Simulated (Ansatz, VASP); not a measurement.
## One calculation of SiO2, two programs

File INCAR:

```
PREC     = Accurate       # precision mode
ENCUT    = 520            # plane-wave cutoff, eV
EDIFF    = 1E-8           # SCF threshold, eV
ISMEAR   = -1             # smearing method
SIGMA    = 0.02           # smearing width, eV
LREAL    = False          # projectors in reciprocal space
LASPH    = True           # aspherical terms in the spheres
NELM     = 100            # most SCF steps
ALGO     = Normal         # electronic algorithm
ISIF     = 2              # what is computed and relaxed
LWAVE    = False          # write WAVECAR
LCHARG   = False          # write CHGCAR
GGA      = PE             # functional
LEFG     = True         
NBANDS   = 44             # bands
```

Contents of KPOINTS:

```
Automatic mesh
0
Gamma
  4 4 3
```

File POSCAR:

```
SiO2
1.0
    4.9570000000      0.0000000000      0.0000000000
    0.0000000000      4.9570000000      0.0000000000
    0.0000000000      0.0000000000      6.8903000000
Si O
4 8
Direct
    0.3047000000      0.3047000000      0.0000000000
    0.1953000000      0.8047000000      0.2500000000
    0.6953000000      0.6953000000      0.5000000000
    0.8047000000      0.1953000000      0.7500000000
    0.2381000000      0.1109000000      0.1826000000
    0.3891000000      0.7381000000      0.4326000000
    0.7619000000      0.8891000000      0.6826000000
    0.6109000000      0.2619000000      0.9326000000
    0.7381000000      0.3891000000      0.5674000000
    0.8891000000      0.7619000000      0.3174000000
    0.2619000000      0.6109000000      0.0674000000
    0.1109000000      0.2381000000      0.8174000000
```

Input for Ansatz:

```yaml
crystal:
  lattice:
    - [4.957, 0.0, 0.0]
    - [0.0, 4.957, 0.0]
    - [0.0, 0.0, 6.8903]
  atoms:
    - { symbol: Si, position: [0.3047, 0.3047, 0.0] }
    - { symbol: Si, position: [0.1953, 0.8047, 0.25] }
    - { symbol: Si, position: [0.6953, 0.6953, 0.5] }
    - { symbol: Si, position: [0.8047, 0.1953, 0.75] }
    - { symbol: O, position: [0.2381, 0.1109, 0.1826] }
    - { symbol: O, position: [0.3891, 0.7381, 0.4326] }
    - { symbol: O, position: [0.7619, 0.8891, 0.6826] }
    - { symbol: O, position: [0.6109, 0.2619, 0.9326] }
    - { symbol: O, position: [0.7381, 0.3891, 0.5674] }
    - { symbol: O, position: [0.8891, 0.7619, 0.3174] }
    - { symbol: O, position: [0.2619, 0.6109, 0.0674] }
    - { symbol: O, position: [0.1109, 0.2381, 0.8174] }
kpoints:
  mp_grid: { grid: [4, 4, 3] }
scf:
  occupations: { method: fermi_dirac, width: 0.02 }
hamiltonian:
  xc: pbe
  pseudopotentials: { kind: paw, frozen_core: stored }
output:
  forces: true
  stress: true
  populations: true
  efg: { quadrupole_moments_barn: { O: -0.02558 } }
  write_density: true
  write_potential: true
  elf: true
  volumetric_format: npy
```

Alike in both runs: task electric field gradients; functional PBE; k mesh 4 × 4 × 3; occupations fermi-dirac, width 0.02 eV; no spin polarisation.

|  | VASP | Ansatz |
| --- | --- | --- |
| version | VASP 6.6.1 | Ansatz 0.2.0 |
| potentials or method | VASP PAW PBE potentials, release 64 (Si, O) | plane-wave PAW, scalar-relativistic |
| plane-wave cutoff (eV) | 520 | 420 |
| valence electrons in the cell | 64 | 64 |

Ansatz gave:

* gap on the k mesh at the Fermi level (eV): 5.77
* pressure (GPa): 6.0
* traceless stress, the component that is largest in VASP (GPa): -1.12
* rms of the force components (eV/Å): 0.280
* size of Vzz on the site where it differs most (V/Å²): 94.4

Task: Which values does VASP return?

Result: gap on the k mesh at the Fermi level (eV): 5.77; pressure (GPa): 6.2; traceless stress, the component that is largest in VASP (GPa): -1.18; rms of the force components (eV/Å): 0.278; size of Vzz on the site where it differs most (V/Å²): 87.1.

Atom by atom the forces differ by 0.007 eV/Å (rms over components). With one functional, cell and mesh, what is left measures potentials, basis and numerics.
